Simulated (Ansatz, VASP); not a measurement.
# One calculation of TaH4, two programs

```
Ta H
1.0
    -1.51436    1.51436    5.68028
     1.51436   -1.51436    5.68028
     1.51436    1.51436   -5.68028
Ta H
1 4
Direct
  0.00000 0.00000 0.00000
  0.60361 0.10361 0.50000
  0.10361 0.60361 0.50000
  0.39639 0.89639 0.50000
  0.89639 0.39639 0.50000
```

Alike in both runs: functional PBE; k mesh 14 × 14 × 14; occupations gaussian, width 0.1 eV; no spin polarisation.

Ansatz relaxed the structure, and its values are those at the end. VASP's run is a single point on that final structure, the one shown.

|  | VASP | Ansatz |
| --- | --- | --- |
| version | VASP 6.6.1 | Ansatz 0.2.0 |
| potentials or method | VASP PAW PBE potentials, release 64 (Ta_pv, H), cutoff 520 eV | scalar-relativistic, plane waves, PAW |
| valence electrons in the cell | 15 | 17 |

|  | VASP | Ansatz | Ansatz less VASP |
| --- | --- | --- | --- |
| gap on the k mesh at the Fermi level (eV) | none | none | - |
| pressure (GPa) | -0.1 | 0.0 | +0.06 |
| rms of the force components (eV/Å) | 0.005 | 0.000 | -0.0046 |

A gap of «none» marks a metal or a gap that the smearing closes. With one functional, cell and mesh, what is left measures potentials, basis and numerics. VASP's potentials hold 15 valence electrons a cell and Ansatz's 17, so a difference there can come from the potentials and not from the codes.

Spin-orbit coupling is off throughout.
